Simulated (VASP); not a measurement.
I, 1 atom in the cell. Symmetry: Im-3m, No. 229, cubic system. Conventional cell: a = 4.166 Å, b = 4.166 Å, c = 4.166 Å, α = 90.00°, β = 90.00°, γ = 90.00°. I (site symmetry m-3m) has 14 I at 3.61 to 4.17 Å within 4.7 Å. 

- Program: VASP 6.6.1
- Task: single point
- Functional: PBE
- Potentials or basis: VASP PAW PBE potentials, release 64 (I)
- Cutoff: 500 eV
- k mesh: 9 × 9 × 9
- Occupations: gaussian, width 0.05 eV
- Spin: no spin polarisation
- Dipole correction: no
- Further INCAR settings: ALGO = Normal; EDIFF = 1e-06; NBANDS = 10

Potentials or basis: VASP PAW PBE potentials, release 64 (I).

Launch:

```console
$ cat potpaw_PBE.64/I/POTCAR > POTCAR
$ mpirun -np 1 vasp_std > vasp.out
```

Hardware: 1 thread of Intel(R) Xeon(R) Platinum 8375C CPU @ 2.90GHz (Ice Lake) (shared host).

Question: Estimate the wall time of this run.

Answer: Wall time 9.1 s on 1 thread of Intel(R) Xeon(R) Platinum 8375C CPU @ 2.90GHz (Ice Lake), on a shared host, peak memory 0.16 GiB. Counts: scf iterations 9, k points 35.
